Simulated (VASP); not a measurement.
# Pb (R-3m) in VASP: single point with LDA

Aim: the single point of Pb with LDA.

All numbers are computed with VASP 6.6.1; they aren't measurements. Logs are shortened: lines on timing, memory, paths and dates and some standing lists are left out, and cuts for length are marked.

**1. The cell of the first run**

It takes space group R-3m (No. 166, trigonal). Conventional cell: a = 3.308 Å, b = 3.308 Å, c = 8.886 Å, α = 90.00°, β = 90.00°, γ = 120.00°. Pb (site symmetry -3m) has 12 Pb at 3.31 to 3.52 Å within 4.4 Å.

**2. Single point, LDA**

INCAR reads:

```
SYSTEM = Pb
  PREC = Accurate
  ENCUT = 520
  EDIFF = 1E-6
  ISMEAR = 0
  SIGMA = 0.1
  LREAL = .FALSE.
  LASPH = .TRUE.
  NELM = 80
  ALGO = Fast
  ISIF = 2
  LWAVE = .FALSE.
  LCHARG = .FALSE.
  NBANDS = 36
```

KPOINTS reads:

```
Automatic mesh
0
G
  6 6 12
  0 0 0
```

POSCAR reads:

```
Pb
1.0
    6.6160010944      0.0000000000      0.0000000588
   -3.3080005472      5.7296250192     -0.0000000588
   -1.6540002472      0.9549374880      2.9620472900
Pb
4
Direct
    0.0000000000      0.5000000000      0.0000000000
    0.5000000000      0.5000000000      0.0000000000
    0.0000000000      0.0000000000      0.0000000000
    0.5000000000      0.0000000000      0.0000000000
```

Potentials or basis: VASP PAW LDA potentials, release 64 (Pb_d).

Started as:

```sh
> cat potpaw_LDA.64/Pb_d/POTCAR > POTCAR
> mpirun -np 1 vasp_std > vasp.out
```

OUTCAR:

```text
SYSTEM = Pb
   PREC = Accurate
   ENCUT = 520
   EDIFF = 1E-6
   ISMEAR = 0
   LREAL = .FALSE.
   LASPH = .TRUE.
   NELM = 80
   ISIF = 2

 ion  position               nearest neighbor table
   1  0.000  0.500  0.000-   3 3.31   4 3.31   3 3.31   4 3.31   2 3.31   2 3.31   3 3.52   3 3.52
                             2 3.52   2 3.52
   2  0.500  0.500  0.000-   3 3.31   4 3.31   4 3.31   3 3.31   1 3.31   1 3.31   4 3.52   4 3.52
                             1 3.52   1 3.52
   3  0.000  0.000  0.000-   1 3.31   2 3.31   1 3.31   2 3.31   4 3.31   4 3.31   1 3.52   1 3.52
                             4 3.52   4 3.52
   4  0.500  0.000  0.000-   1 3.31   2 3.31   2 3.31   1 3.31   3 3.31   3 3.31   2 3.52   2 3.52
                             3 3.52   3 3.52

  LATTYP: Found a base centered monoclinic cell.
 ALAT       =     9.6673088064
 B/A-ratio  =     0.6843684449
 C/A-ratio  =     0.3645681698
 COS(beta)  =    -0.0867871272

  Lattice vectors:

 A1 = (  -1.6540003000,   4.7746875312,  -2.9620473488)
 A2 = (  -4.9620008472,  -0.9549374880,  -2.9620473488)
 A3 = (  -1.6540002472,   0.9549374880,   2.9620472900)

Analysis of symmetry for initial positions (statically):
=====================================================================
 Subroutine PRICEL returns following result:

  LATTYP: Found a trigonal (rhomboedric) cell.
 ALAT       =     3.5243930785
 COS(alpha) =     0.5595136404

  Lattice vectors:

 A1 = (  -1.6540002472,   0.9549374880,   2.9620472900)
 A2 = (   0.0000000264,  -1.9098750216,   2.9620473194)
 A3 = (   1.6540003000,   0.9549374880,   2.9620473194)

   4 primitive cells build up your supercell.

 Routine SETGRP: Setting up the symmetry group for a
 base centered monoclinic supercell.

 Subroutine GETGRP returns: Found  4 space group operations
 (whereof  4 operations were pure point group operations)
 out of a pool of  4 trial point group operations.

The static configuration has the point symmetry C_2h.

Analysis of symmetry for dynamics (positions and initial velocities):
=====================================================================
 Subroutine PRICEL returns following result:

  LATTYP: Found a trigonal (rhomboedric) cell.
 ALAT       =     3.5243930785
 COS(alpha) =     0.5595136404

  Lattice vectors:

 A1 = (  -1.6540002472,   0.9549374880,   2.9620472900)
 A2 = (   0.0000000264,  -1.9098750216,   2.9620473194)
 A3 = (   1.6540003000,   0.9549374880,   2.9620473194)

   4 primitive cells build up your supercell.

 Routine SETGRP: Setting up the symmetry group for a
 base centered monoclinic supercell.

 Subroutine GETGRP returns: Found  4 space group operations
 (whereof  4 operations were pure point group operations)
 out of a pool of  4 trial point group operations.

The dynamic configuration has the point symmetry C_2h.

 Subroutine INISYM returns: Found  4 space group operations
 (whereof  4 operations are pure point group operations),
 and found     4 'primitive' translations

----------------------------------------------------------------------------------------

                                     Primitive cell

  volume of cell :      28.0707

  direct lattice vectors                    reciprocal lattice vectors
    -1.654000247  0.954937488  2.962047290    -0.302297412  0.174531492  0.112534781
     0.000000026 -1.909875022  2.962047319    -0.000000001 -0.349062982  0.112534775
     1.654000300  0.954937488  2.962047319     0.302297410  0.174531492  0.112534775

  length of vectors
     3.524393079  3.524393128  3.524393128     0.366754746  0.366754743  0.366754743

  position of ions in fractional coordinates (direct lattice)
     0.000000000  0.000000000  1.000000000

[... 22 lines left out ...]
  Shift w.r.t. Gamma in fractional coordinates (k-lattice)
     0.000000000  0.000000000  0.000000000

 -----------------------------------------------------------------------------
|                                                                             |
|           W    W    AA    RRRRR   N    N  II  N    N   GGGG   !!!           |
|           W    W   A  A   R    R  NN   N  II  NN   N  G    G  !!!           |
|           W    W  A    A  R    R  N N  N  II  N N  N  G       !!!           |
|           W WW W  AAAAAA  RRRRR   N  N N  II  N  N N  G  GGG   !            |
|           WW  WW  A    A  R   R   N   NN  II  N   NN  G    G                |
|           W    W  A    A  R    R  N    N  II  N    N   GGGG   !!!           |
|                                                                             |
|     Your reciprocal lattice and k-lattice belong to different lattice       |
|     classes:                                                                |
|                                                                             |
|        The reciprocal lattice is base-centered monoclinic,                  |
|        whereas your k-lattice is rhombohedral (trigonal).                   |
|                                                                             |
|     Results are often still useful ...                                      |
|                                                                             |
 -----------------------------------------------------------------------------

 Subroutine IBZKPT returns following result:
 ===========================================

 Found    131 irreducible k-points:

 Following reciprocal coordinates:
            Coordinates               Weight
  0.000000  0.000000  0.000000      1.000000
  0.166667 -0.000000  0.000000      4.000000
  0.333333 -0.000000  0.000000      4.000000
  0.500000 -0.000000  0.000000      2.000000
  0.166667  0.166667  0.000000      2.000000
  0.333333  0.166667 -0.000000      4.000000
[... 16 lines left out ...]
 -0.333333  0.166667  0.083333      4.000000
 -0.166667  0.166667  0.083333      2.000000
 [... further k-points ...]
   k-points           NKPTS =    131   k-points in BZ     NKDIM =    131   number of bands    NBANDS=     36
   number of dos      NEDOS =    301   number of ions     NIONS =      4
   total plane-waves  NPLWV =  70000
   dimension x,y,z NGX =    50 NGY =   50 NGZ =   28
   dimension x,y,z NGXF=   100 NGYF=  100 NGZF=   56
   ions per type =               4
   NGX,Y,Z   is equivalent  to a cutoff of  12.56, 12.56, 13.21 a.u.
   NGXF,Y,Z  is equivalent  to a cutoff of  25.13, 25.13, 26.42 a.u.
 SYSTEM =  Pb
   PREC   = accura    normal or accurate (medium, high low for compatibility)
   ISTART =      0    job   : 0-new  1-cont  2-samecut
   ICHARG =      2    charge: 1-file 2-atom 10-const
   ISPIN  =      1    spin polarized calculation?
   LNONCOLLINEAR =      F non collinear calculations
   LSORBIT =      F    spin-orbit coupling
   LASPH  =      T    aspherical Exc in radial PAW
   ENCUT  =  520.0 eV  38.22 Ry    6.18 a.u.  12.30 12.30  6.55*2*pi/ulx,y,z
   NELM   =     80;   NELMIN=  2; NELMDL= -5     # of ELM steps
   EDIFF  = 0.1E-05   stopping-criterion for ELM
   LREAL  =      F    real-space projection
   EDIFFG = 0.1E-04   stopping-criterion for IOM
   NSW    =      0    number of steps for IOM
   IBRION =     -1    ionic relax: 0-MD 1-quasi-New 2-CG
   NFREE  =      0    steps in history (QN), initial steepest desc. (CG)
   ISIF   =      2    stress and relaxation
   ISYM   =      2    0-nonsym 1-usesym 2-fastsym
   POTIM  = 0.5000    time-step for ionic-motion
   TEBEG  =    0.0;   TEEND  =   0.0 temperature during run
   PSTRESS=    0.0 pullay stress
   NELECT =      56.0000    total number of electrons
   NUPDOWN=      -1.0000    fix difference up-down
   EMIN   =  10.00;   EMAX   =-10.00  energy-range for DOS
   EFERMI =   0.00;   METHOD = LEGACY
   ISMEAR =     0;   SIGMA  =   0.10  broadening in eV -4-tet -1-fermi 0-gaus
   EFERMI_NEDOS =   21; number of points for ismear=-14 and -15
   IALGO  =     68    algorithm
   IMIX   =      4    mixing-type and parameters
     AMIX     =   0.40;   BMIX     =  1.00
     AMIX_MAG =   1.60;   BMIX_MAG =  1.00
  volume/ion in A,a.u.               =      28.07       189.43
  Fermi-wavevector in a.u.,A,eV,Ry     =   1.298274  2.453382 22.932818  1.685515
  Thomas-Fermi vector in A             =   2.429613
   LORBIT       =      0    0 simple, 1 ext, 2 COOP (PROOUT), +10 PAW based schemes
   GGA     = CA    functional components
   LHFCALC =     F    Hartree Fock is set to
   AEXX    =    0.0000 exact exchange contribution
   IVDW    =     0    specifies the selected vdW correction
   LEPSILON=     F    determine dielectric tensor
   LRPA    =     F    only Hartree local field effects (RPA)
 non-spin polarized calculation
 RMM-DIIS sequential band-by-band and
 Gauss-broadening in eV      SIGMA  =   0.10
  energy-cutoff  :      520.00
  volume of cell :      112.28
 maximum number of plane-waves:      3062
 NGX is ok and might be reduce to    50
   NGX = 25   NGY = 25   NGZ = 13

 number of electron      56.0000008 magnetization

 Free energy of the ion-electron system (eV)
  ---------------------------------------------------
  ext. energy  EPLUGINS =         0.00000000
  ---------------------------------------------------
  free energy    TOTEN  =       -16.88462741 eV

  energy without entropy =      -16.87285114  energy(sigma->0) =      -16.87873928

 E-fermi :   7.9517     XC(G=0): -10.8231

 val. band max:        7.9510392307   @ k =  -0.3333   0.3333   0.3333
 cond. band min:       7.9716375475   @ k =   0.3333   0.3333   0.0833
 fundamental gap:      0.0205983168
 Fermi energy:         7.9516959370

 k-point     1 :       0.0000    0.0000    0.0000
  band No.  band energies     occupation
      1      -9.4147      2.00000
      2      -9.2959      2.00000
      3      -9.2959      2.00000
      4      -9.2730      2.00000
      5      -9.2465      2.00000
      6      -9.1762      2.00000
[... 925 lines left out ...]
     35      14.2930      0.00000
     36      15.3716      0.00000

 [... further k-points ...]

------------------------ aborting loop because EDIFF is reached ----------------------------------------

  FORCE on cell =-STRESS in cart. coord.  units (eV):
  Direction    XX          YY          ZZ          XY          YZ          ZX
  --------------------------------------------------------------------------------------
  -------------------------------------------------------------------------------------
  Total        2.6257121      2.6258214      0.0185472      0.0000946      0.0000552     -0.0000955
  in kB       37.4665699     37.4681285      0.2646520      0.0013498      0.0007882     -0.0013626
  external PRESSURE =      25.0664501 kB  Pullay stress =       0.0000000 kB

 VOLUME and BASIS-vectors are now :
 -----------------------------------------------------------------------------
  energy-cutoff  :      520.00
  volume of cell :      112.28
      direct lattice vectors                 reciprocal lattice vectors
     6.616001094  0.000000000  0.000000059     0.151148705  0.087265746  0.056267388
    -3.308000547  5.729625019 -0.000000059     0.000000001  0.174531491 -0.056267388
    -1.654000247  0.954937488  2.962047290    -0.000000003  0.000000002  0.337604331

 POSITION                                       TOTAL-FORCE (eV/Angst)
 -----------------------------------------------------------------------------------
     -1.65400      2.86481     -0.00000        -0.000000     -0.000000      0.000000
      1.65400      2.86481      0.00000         0.000000      0.000000     -0.000000
      0.00000      0.00000      0.00000         0.000000      0.000000      0.000000
      3.30800      0.00000      0.00000        -0.000000      0.000000     -0.000000
 -----------------------------------------------------------------------------------
    total drift:                                0.000000      0.000000     -0.000000

  FREE ENERGIE OF THE ION-ELECTRON SYSTEM (eV)
  ---------------------------------------------------
  free  energy   TOTEN  =       -16.8846274123 eV

  energy  without entropy=      -16.8728511413  energy(sigma->0) =      -16.87873928
```

It took 18 min on 1 thread of Intel Xeon Platinum 8175M at 2.50GHz (Skylake/Cascade Lake), shared host; peak memory 0.46 GiB.

Results:

| Item | Value |
| --- | --- |
| Free energy | -16.8846 eV |
| Pressure | 2.5 GPa |
| Band gap on the k mesh | zero (bands 28 and 29 overlap by 3.71 eV) |

Caveat: spin-orbit coupling is left out, which moves the levels of the heavy elements.
